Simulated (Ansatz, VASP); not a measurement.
**Two plane-wave programs on NaH**

The input INCAR:

```
ALGO = Normal
EDIFF = 1E-7
ENCUT = 520
GGA = PE
ISIF = 2
ISMEAR = 0
LASPH = T
LCHARG = F
LREAL = F
LWAVE = F
NBANDS = 11
NELM = 80
PREC = Accurate
SIGMA = 0.05
```

File KPOINTS:

```
k-points
0
Gamma
  10 10 10
```

POSCAR

```
NaH
1.0
    3.0659411500      0.0000000000      0.0000000000
    0.0000000000      2.8443068500      0.0000000000
    0.0000000000      0.0000000000      2.9551240000
Na H
1 1
Direct
    0.0000000000      0.0000000000      0.0000000000
    0.5000000000      0.5000000000      0.5000000000
```

Input for Ansatz:

```yaml
crystal:
  lattice:
    - [3.06594115, 0.0, 0.0]
    - [0.0, 2.84430685, 0.0]
    - [0.0, 0.0, 2.955124]
  atoms:
    - { symbol: Na, position: [0.0, 0.0, 0.0] }
    - { symbol: H, position: [0.5, 0.5, 0.5] }
basis:
  ecutwfc: 420
kpoints:
  mp_grid: { grid: [10, 10, 10] }
hamiltonian:
  xc: pbe
scf:
  occupations: { method: gaussian, width: 0.05 }
output:
  forces: true
  stress: true
  eigenvalues: true
```

Change from the starting cell: strain +0.0375 x Voigt [1, -1, 0, 0, 0, 0], atoms carried along.

Alike in both runs: task single point; functional PBE; k mesh 10 × 10 × 10; occupations gaussian, width 0.05 eV; no spin polarisation.

```csv
,VASP,Ansatz
version,VASP 6.6.1,Ansatz 0.2.0
potentials or method,"VASP PAW PBE potentials, release 64 (Na_pv, H), cutoff 520 eV","scalar-relativistic, plane waves, PAW"
valence electrons in the cell,8,10
```

Ansatz gave:

```
gap on the k mesh at the Fermi level (eV)                     : 0.65
least direct gap on the mesh (eV)                             : 4.31
pressure (GPa)                                                : 0.3
traceless stress, the component that is largest in VASP (GPa) : 4.28
```

Which values does VASP return?

gap on the k mesh at the Fermi level (eV): 0.65; least direct gap on the mesh (eV): 4.31; pressure (GPa): 0.3; traceless stress, the component that is largest in VASP (GPa): 4.29.

The functional is the same, so the differences come from potentials, cutoffs and numerics. VASP's potentials hold 8 valence electrons a cell and Ansatz's 10, so a difference there can come from the potentials and not from the codes.
